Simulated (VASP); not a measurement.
# AlNi (CsCl type) (Pm-3m) in VASP: further runs

Runs on AlNi (CsCl type). Level: PBE. Tasks: single point.

All numbers are computed with VASP 6.6.1; they aren't measurements. Logs are shortened: lines on timing, memory, paths and dates and some standing lists are left out, and cuts for length are marked.

## Step 1: The cell of the first run

The structure is cubic, space group Pm-3m (No. 221). The conventional cell has a = 2.834 Å, b = 2.834 Å, c = 2.834 Å, α = 90.00°, β = 90.00°, γ = 90.00°. Ni (site symmetry m-3m) has 8 Al at 2.45 Å and 6 Ni at 2.83 Å within 3.2 Å. Al (site symmetry m-3m) has 8 Ni at 2.45 Å and 6 Al at 2.83 Å within 3.2 Å.

## Step 2: Single point, PBE (volume scaled by 0.94)

The input, INCAR:

```
SYSTEM = AlNi
ALGO = Normal ; EDIFF = 1E-7
ENCUT = 520 ; GGA = PE
ISIF = 2 ; ISMEAR = -1
LASPH = .TRUE. ; LCHARG = .FALSE.
LREAL = .FALSE. ; LWAVE = .FALSE.
NBANDS = 14 ; NELM = 100
PREC = Accurate ; SIGMA = 0.08
```

The input, KPOINTS:

```
k-points
0
G
  14 14 14
  0 0 0
```

The input, POSCAR:

```
AlNi
1.0
    2.8343371620      0.0000000000      0.0000000000
    0.0000000000      2.8343371620      0.0000000000
    0.0000000000      0.0000000000      2.8343371620
Ni Al
1 1
Direct
    0.0000000000      0.0000000000      0.0000000000
    0.5000000000      0.5000000000      0.5000000000
```

Potentials or basis: VASP PAW PBE potentials, release 64 (Ni, Al).

The run is started by

```
cat potpaw_PBE.64/Ni/POTCAR potpaw_PBE.64/Al/POTCAR > POTCAR
mpirun -np 1 vasp_std > vasp.out
```

OUTCAR:

```text
SYSTEM = AlNi
   EDIFF = 1E-7
   ENCUT = 520
   GGA = PE
   ISIF = 2
   ISMEAR = -1
   LASPH = .TRUE.
   LREAL = .FALSE.
   NELM = 100
   PREC = Accurate

 ion  position               nearest neighbor table
   1  0.000  0.000  0.000-   2 2.45   2 2.45   2 2.45   2 2.45   2 2.45   2 2.45   2 2.45   2 2.45

   2  0.500  0.500  0.500-   1 2.45   1 2.45   1 2.45   1 2.45   1 2.45   1 2.45   1 2.45   1 2.45

  LATTYP: Found a simple cubic cell.
 ALAT       =     2.8343371620

  Lattice vectors:

 A1 = (   2.8343371620,   0.0000000000,   0.0000000000)
 A2 = (   0.0000000000,   2.8343371620,   0.0000000000)
 A3 = (   0.0000000000,   0.0000000000,   2.8343371620)

Analysis of symmetry for initial positions (statically):
=====================================================================
 Subroutine PRICEL returns:
 Original cell was already a primitive cell.

 Routine SETGRP: Setting up the symmetry group for a
 simple cubic supercell.

 Subroutine GETGRP returns: Found 48 space group operations
 (whereof 48 operations were pure point group operations)
 out of a pool of 48 trial point group operations.

The static configuration has the point symmetry O_h .

Analysis of symmetry for dynamics (positions and initial velocities):
=====================================================================
 Subroutine PRICEL returns:
 Original cell was already a primitive cell.

 Routine SETGRP: Setting up the symmetry group for a
 simple cubic supercell.

 Subroutine GETGRP returns: Found 48 space group operations
 (whereof 48 operations were pure point group operations)
 out of a pool of 48 trial point group operations.

The dynamic configuration has the point symmetry O_h .

 Subroutine INISYM returns: Found 48 space group operations
 (whereof 48 operations are pure point group operations),
 and found     1 'primitive' translations

----------------------------------------------------------------------------------------

                                     Primitive cell

  volume of cell :      22.7696

  direct lattice vectors                    reciprocal lattice vectors
     2.834337162  0.000000000  0.000000000     0.352816176  0.000000000  0.000000000
     0.000000000  2.834337162  0.000000000     0.000000000  0.352816176  0.000000000
     0.000000000  0.000000000  2.834337162     0.000000000  0.000000000  0.352816176

  length of vectors
     2.834337162  2.834337162  2.834337162     0.352816176  0.352816176  0.352816176

  position of ions in fractional coordinates (direct lattice)
     0.000000000  0.000000000  0.000000000
     0.500000000  0.500000000  0.500000000

  ion indices of the primitive-cell ions
   primitive index   ion index
                 1           1
                 2           2

----------------------------------------------------------------------------------------

 KPOINTS: k-points

Automatic generation of k-mesh.
 Grid dimensions read from file:
 generate k-points for:   14   14   14

 Generating k-lattice:

  Cartesian coordinates                     Fractional coordinates (reciprocal lattice)
     0.025201155  0.000000000  0.000000000     0.071428571  0.000000000  0.000000000
     0.000000000  0.025201155  0.000000000     0.000000000  0.071428571  0.000000000
     0.000000000  0.000000000  0.025201155     0.000000000  0.000000000  0.071428571

  Length of vectors
     0.025201155  0.025201155  0.025201155

  Shift w.r.t. Gamma in fractional coordinates (k-lattice)
     0.000000000  0.000000000  0.000000000

 Subroutine IBZKPT returns following result:
 ===========================================

 Found    120 irreducible k-points:

 Following reciprocal coordinates:
            Coordinates               Weight
  0.000000  0.000000  0.000000      1.000000
  0.071429  0.000000  0.000000      6.000000
  0.142857  0.000000  0.000000      6.000000
  0.214286  0.000000  0.000000      6.000000
  0.285714  0.000000  0.000000      6.000000
  0.357143  0.000000  0.000000      6.000000
[... 16 lines left out ...]
  0.285714  0.214286  0.000000     24.000000
  0.357143  0.214286  0.000000     24.000000
 [... further k-points ...]
   k-points           NKPTS =    120   k-points in BZ     NKDIM =    120   number of bands    NBANDS=     14
   number of dos      NEDOS =    301   number of ions     NIONS =      2
   total plane-waves  NPLWV =  13824
   dimension x,y,z NGX =    24 NGY =   24 NGZ =   24
   dimension x,y,z NGXF=    48 NGYF=   48 NGZF=   48
   ions per type =               1   1
   NGX,Y,Z   is equivalent  to a cutoff of  14.08, 14.08, 14.08 a.u.
   NGXF,Y,Z  is equivalent  to a cutoff of  28.15, 28.15, 28.15 a.u.
 SYSTEM =  AlNi
   PREC   = accura    normal or accurate (medium, high low for compatibility)
   ISTART =      0    job   : 0-new  1-cont  2-samecut
   ICHARG =      2    charge: 1-file 2-atom 10-const
   ISPIN  =      1    spin polarized calculation?
   LNONCOLLINEAR =      F non collinear calculations
   LSORBIT =      F    spin-orbit coupling
   LASPH  =      T    aspherical Exc in radial PAW
   ENCUT  =  520.0 eV  38.22 Ry    6.18 a.u.   5.27  5.27  5.27*2*pi/ulx,y,z
   NELM   =    100;   NELMIN=  2; NELMDL= -5     # of ELM steps
   EDIFF  = 0.1E-06   stopping-criterion for ELM
   LREAL  =      F    real-space projection
   EDIFFG = 0.1E-05   stopping-criterion for IOM
   NSW    =      0    number of steps for IOM
   IBRION =     -1    ionic relax: 0-MD 1-quasi-New 2-CG
   NFREE  =      0    steps in history (QN), initial steepest desc. (CG)
   ISIF   =      2    stress and relaxation
   ISYM   =      2    0-nonsym 1-usesym 2-fastsym
   POTIM  = 0.5000    time-step for ionic-motion
   TEBEG  =    0.0;   TEEND  =   0.0 temperature during run
   PSTRESS=    0.0 pullay stress
   NELECT =      13.0000    total number of electrons
   NUPDOWN=      -1.0000    fix difference up-down
   EMIN   =  10.00;   EMAX   =-10.00  energy-range for DOS
   EFERMI =   0.00;   METHOD = LEGACY
   ISMEAR =    -1;   SIGMA  =   0.08  broadening in eV -4-tet -1-fermi 0-gaus
   EFERMI_NEDOS =   21; number of points for ismear=-14 and -15
   IALGO  =     38    algorithm
   IMIX   =      4    mixing-type and parameters
     AMIX     =   0.40;   BMIX     =  1.00
     AMIX_MAG =   1.60;   BMIX_MAG =  1.00
  volume/ion in A,a.u.               =      11.38        76.83
  Fermi-wavevector in a.u.,A,eV,Ry     =   1.358119  2.566472 25.095766  1.844487
  Thomas-Fermi vector in A             =   2.484979
   LORBIT       =      0    0 simple, 1 ext, 2 COOP (PROOUT), +10 PAW based schemes
   GGA     = PE    functional components
   LHFCALC =     F    Hartree Fock is set to
   AEXX    =    0.0000 exact exchange contribution
   IVDW    =     0    specifies the selected vdW correction
   LEPSILON=     F    determine dielectric tensor
   LRPA    =     F    only Hartree local field effects (RPA)
 non-spin polarized calculation
  energy-cutoff  :      520.00
  volume of cell :       22.77
 maximum number of plane-waves:       628
 NGX is ok and might be reduce to    24
   NGX = 11   NGY = 11   NGZ = 11

 number of electron      12.9999995 magnetization

 Free energy of the ion-electron system (eV)
  ---------------------------------------------------
  ext. energy  EPLUGINS =         0.00000000
  ---------------------------------------------------
  free energy    TOTEN  =       -10.49877439 eV

  energy without entropy =      -10.48053378  energy(sigma->0) =      -10.48965408

 E-fermi :  10.6727     XC(G=0): -12.2859

 val. band max:       10.6651108789   @ k =   0.3571   0.1429   0.1429
 cond. band min:      10.6956946731   @ k =   0.3571   0.2857   0.0714
 fundamental gap:      0.0305837942
 Fermi energy:        10.6727308980

 k-point     1 :       0.0000    0.0000    0.0000
  band No.  band energies     occupation
      1      -0.8128      2.00000
      2       7.2171      2.00000
      3       7.2171      2.00000
      4       9.0405      2.00000
      5       9.0405      2.00000
      6       9.0405      2.00000
      7      16.4008      0.00000
      8      16.4008      0.00000
      9      16.4008      0.00000
     10      18.9728      0.00000
     11      18.9728      0.00000
     12      25.3300      0.00000
     13      32.1948      0.00000
     14      32.1948      0.00000

 k-point     2 :       0.0714    0.0000    0.0000
  band No.  band energies     occupation
      1      -0.7155      2.00000
      2       7.2110      2.00000
      3       7.2409      2.00000
      4       8.9969      2.00000
      5       8.9969      2.00000
      6       9.0452      2.00000
      7      15.3821      0.00000
      8      16.5294      0.00000
      9      16.5294      0.00000
     10      18.9748      0.00000
     11      19.9053      0.00000
     12      25.6567      0.00000
     13      31.1047      0.00000
     14      31.1047      0.00000

 k-point     3 :       0.1429    0.0000    0.0000
  band No.  band energies     occupation
      1      -0.4250      2.00000
      2       7.1684      2.00000
      3       7.3085      2.00000
      4       8.8795      2.00000
      5       8.8795      2.00000
      6       9.0583      2.00000
      7      13.7389      0.00000
      8      16.9028      0.00000
      9      16.9028      0.00000
     10      18.9804      0.00000
     11      21.2514      0.00000
     12      26.6892      0.00000
     13      29.3377      0.00000
     14      29.3377      0.00000
[... 324 lines left out ...]
 k-point    23 :       0.2857    0.2143    0.0000
  band No.  band energies     occupation
      1       1.5299      2.00000
      2       6.9073      2.00000
      3       7.4555      2.00000
      4       8.2576      2.00000
      5       8.6054      2.00000
      6       8.8134      2.00000
      7      11.4235      0.00017
      8      13.9572      0.00000
      9      19.2789      0.00000
     10      19.7880      0.00000
     11      22.6774      0.00000
     12      26.4852      0.00000
     13      26.9639      0.00000
     14      28.5508      0.00000

 k-point    24 :       0.3571    0.2143    0.0000
  band No.  band energies     occupation
      1       2.3206      2.00000
      2       6.2339      2.00000
      3       7.6357      2.00000
      4       8.2096      2.00000
      5       8.4762      2.00000
      6       8.8347      2.00000
      7      10.5875      1.48761
      8      14.5972      0.00000
      9      18.7252      0.00000
     10      20.1703      0.00000
     11      22.6235      0.00000
     12      24.9893      0.00000
     13      27.2655      0.00000
     14      28.8427      0.00000

 [... further k-points ...]

------------------------ aborting loop because EDIFF is reached ----------------------------------------

  FORCE on cell =-STRESS in cart. coord.  units (eV):
  Direction    XX          YY          ZZ          XY          YZ          ZX
  --------------------------------------------------------------------------------------
  -------------------------------------------------------------------------------------
  Total        1.5960823      1.5960823      1.5960823      0.0000000      0.0000000     -0.0000000
  in kB      112.3081654    112.3081654    112.3081654      0.0000000      0.0000000     -0.0000000
  external PRESSURE =     112.3081654 kB  Pullay stress =       0.0000000 kB

 VOLUME and BASIS-vectors are now :
 -----------------------------------------------------------------------------
  energy-cutoff  :      520.00
  volume of cell :       22.77
      direct lattice vectors                 reciprocal lattice vectors
     2.834337162  0.000000000  0.000000000     0.352816176  0.000000000  0.000000000
     0.000000000  2.834337162  0.000000000     0.000000000  0.352816176  0.000000000
     0.000000000  0.000000000  2.834337162     0.000000000  0.000000000  0.352816176

 POSITION                                       TOTAL-FORCE (eV/Angst)
 -----------------------------------------------------------------------------------
      0.00000      0.00000      0.00000         0.000000      0.000000      0.000000
      1.41717      1.41717      1.41717         0.000000      0.000000      0.000000
 -----------------------------------------------------------------------------------
    total drift:                                0.000000      0.000000      0.000000

  FREE ENERGIE OF THE ION-ELECTRON SYSTEM (eV)
  ---------------------------------------------------
  free  energy   TOTEN  =       -10.4987743900 eV

  energy  without entropy=      -10.4805337756  energy(sigma->0) =      -10.48965408
```

Wall time 23 s (1 thread of Intel Xeon 6975P-C, shared host); peak memory 0.17 GiB.

Results:

* Free energy: -10.4988 eV
* Pressure: 11.2 GPa

Levels at points of the mesh, in eV from the Fermi level:
```
           k point  band 3  band 4  band 5  band 6  band 7  band 8  band 9  band 10  band 11  band 12
(0.00, 0.00, 0.00)   -3.46   -1.63   -1.63   -1.63    5.73    5.73    5.73     8.30     8.30    14.66
(0.50, 0.00, 0.00)   -2.94   -2.38   -2.38   -1.54   -0.66    8.35   10.28    10.28    11.39    11.39
(0.50, 0.50, 0.00)   -3.01   -3.01   -2.21   -2.21   -1.07    1.59    2.72    12.84    15.54    15.54
(0.50, 0.50, 0.50)   -4.33   -1.03   -1.03    1.98    1.98    1.98    4.15     4.67     4.67     4.67
```

Caveat: the cell differs from its parent crystal (volume scaled by 0.94).

## Step 3: Single point, PBE (volume scaled by 0.94)

The input, INCAR:

```
PREC = Accurate ; ENCUT = 520
EDIFF = 1E-6 ; ISMEAR = -1
SIGMA = 0.08 ; LREAL = False
LASPH = True ; NELM = 60
ALGO = Normal ; ISIF = 2
LWAVE = False ; LCHARG = True
GGA = PE ; LELF = True
LVHAR = True ; NBANDS = 14
```

The input, KPOINTS:

```
Automatic mesh
0
Gamma
  14 14 14
```

POSCAR is that of step 2.

Potentials or basis: VASP PAW PBE potentials, release 64 (Ni, Al).

The run is started by

```
cat potpaw_PBE.64/Ni/POTCAR potpaw_PBE.64/Al/POTCAR > POTCAR
mpirun -np 1 vasp_std > vasp.out
```

Wall time 27 s (1 thread of Intel Xeon 6975P-C, shared host); peak memory 0.16 GiB.

It converged, with:

```
Free energy : -10.4988 eV
Pressure    : 11.3 GPa
```

Levels at points of the mesh, in eV from the Fermi level:
| k point | band 5 | band 6 | band 7 | band 8 | band 9 | band 10 |
| --- | --- | --- | --- | --- | --- | --- |
| (0.00, 0.00, 0.00) | -1.63 | -1.63 | 5.73 | 5.73 | 5.73 | 8.30 |
| (0.50, 0.00, 0.00) | -2.38 | -1.54 | -0.66 | 8.35 | 10.28 | 10.28 |
| (0.50, 0.50, 0.00) | -2.21 | -2.21 | -1.07 | 1.59 | 2.72 | 12.84 |
| (0.50, 0.50, 0.50) | -1.03 | 1.98 | 1.98 | 1.98 | 4.15 | 4.67 |

Caveat: the cell differs from its parent crystal (volume scaled by 0.94). Spin polarisation is off, so any magnetic state and its effect on volume and gap are missing.

## Step 4: Single point, PBE

This run uses another cell than the first one, of 12.11 Å³/atom, 1.064 times its volume.

The input, INCAR:

```
SYSTEM = AlNi
PREC = Accurate
ENCUT = 520
EDIFF = 1E-7
ISMEAR = -1
SIGMA = 0.08
LREAL = .False.
LASPH = .True.
NELM = 60
ALGO = Normal
ISIF = 2
LWAVE = .False.
LCHARG = .False.
GGA = PE
NBANDS = 14
```

The input, KPOINTS:

```
Automatic mesh
0
Gamma
  14 14 14
  0 0 0
```

The input, POSCAR:

```
AlNi
1.0
    2.8934027717      0.0000000000      0.0000000000
    0.0000000000      2.8934027717      0.0000000000
    0.0000000000      0.0000000000      2.8934027717
Ni Al
1 1
Direct
    0.0000000000      0.0000000000      0.0000000000
    0.5000000000      0.5000000000      0.5000000000
```

The run is started by

```
cat potpaw_PBE.64/Ni/POTCAR potpaw_PBE.64/Al/POTCAR > POTCAR
mpirun -np 1 vasp_std > vasp.out
```

Run time: 25 s. Hardware: 1 thread of Intel Xeon 6975P-C, shared host; peak memory 0.17 GiB.

The run converged. Its results:

```
Free energy : -10.5472 eV
Pressure    : 0.0 GPa
```

Levels at points of the mesh, in eV from the Fermi level:
```tsv
k point	band 3	band 4	band 5	band 6	band 7	band 8	band 9	band 10	band 11	band 12
(0.00, 0.00, 0.00)	-3.15	-1.50	-1.50	-1.50	5.46	5.46	5.46	8.10	8.10	13.53
(0.50, 0.00, 0.00)	-2.69	-2.19	-2.19	-1.42	-0.63	8.28	9.97	9.97	10.77	10.77
(0.50, 0.50, 0.00)	-2.84	-2.84	-2.02	-2.02	-0.99	1.47	2.42	12.15	15.04	15.04
(0.50, 0.50, 0.50)	-4.02	-0.96	-0.96	2.03	2.03	2.03	3.59	4.40	4.40	4.40
```
